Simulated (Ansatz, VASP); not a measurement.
**One calculation of MgZr2O2, two programs**

INCAR

```
SYSTEM = MgZr2O2
ALGO = Normal
EDIFF = 1E-6
EDIFFG = -0.04
ENCUT = 600
GGA = PE
IBRION = 2
ISIF = 3
ISMEAR = 0
LASPH = .True.
LCHARG = .False.
LREAL = .False.
LWAVE = .False.
NELM = 80
NSW = 90
PREC = Accurate
SIGMA = 0.1
```

File KPOINTS:

```
k-points
0
Gamma
  4 4 6
  0 0 0
```

POSCAR

```
MgZr2O2
1.0
    4.3458463900      0.0000000000      0.0000000000
    0.0000000000      4.3458463900      0.0000000000
    0.0000000000      0.0000000000      3.7077133100
Mg Zr O
1 2 2
Direct
    0.5000000000      0.5000000000      0.0560400700
    0.5000000000      0.0000000000      0.6948171100
    0.0000000000      0.5000000000      0.6948171100
    0.5000000000      0.0000000000      0.1686621400
    0.0000000000      0.5000000000      0.1686621400
```

Input for Ansatz:

```yaml
crystal:
  lattice:
    - [4.34584639, 0.0, 0.0]
    - [0.0, 4.34584639, 0.0]
    - [0.0, 0.0, 3.70771331]
  atoms:
    - { symbol: Mg, position: [0.5, 0.5, 0.05604007] }
    - { symbol: Zr, position: [0.5, 0.0, 0.69481711] }
    - { symbol: Zr, position: [0.0, 0.5, 0.69481711] }
    - { symbol: O, position: [0.5, 0.0, 0.16866214] }
    - { symbol: O, position: [0.0, 0.5, 0.16866214] }
basis:
  ecutwfc: 420
kpoints:
  mp_grid: { grid: [4, 4, 6] }
hamiltonian:
  xc: pbe
scf:
  occupations: { method: gaussian, width: 0.1 }
  lower_state_search: "off"
output:
  forces: true
  stress: true
  eigenvalues: true
relax:
  adjacent_minimum: "off"
  f_tol: 0.04
  max_steps: 70
  cell: { stress_tol: 0.4 }
```

Alike in both runs: task relaxation of cell and atoms; functional PBE; k mesh 4 × 4 × 6; occupations gaussian, width 0.1 eV; no spin polarisation.

|  | VASP | Ansatz |
| --- | --- | --- |
| version | VASP 6.6.1 | Ansatz 0.2.0 |
| potentials or method | VASP PAW PBE potentials, release 64 (Mg, Zr_sv, O), cutoff 600 eV | scalar-relativistic, plane waves, PAW |
| valence electrons in the cell | 38 | 46 |

|  | VASP | Ansatz | Ansatz less VASP |
| --- | --- | --- | --- |
| gap on the k mesh at the Fermi level, each at its own relaxed structure (eV) | none | none | - |
| relaxed volume (Å³/atom) | 16.61 | 16.63 | +0.023 |
| relaxed cell length with the largest relative difference (Å) | 4.436 | 4.440 | +0.0039 |

A gap of «none» marks a metal or a gap that the smearing closes. VASP's potentials hold 38 valence electrons a cell and Ansatz's 46, so a difference there can come from the potentials and not from the codes.

The k mesh is coarse, so the values compare programs but aren't converged. Noted on VASP's run: the volume moved by over 15 % at a fixed basis, so the end points are rough.
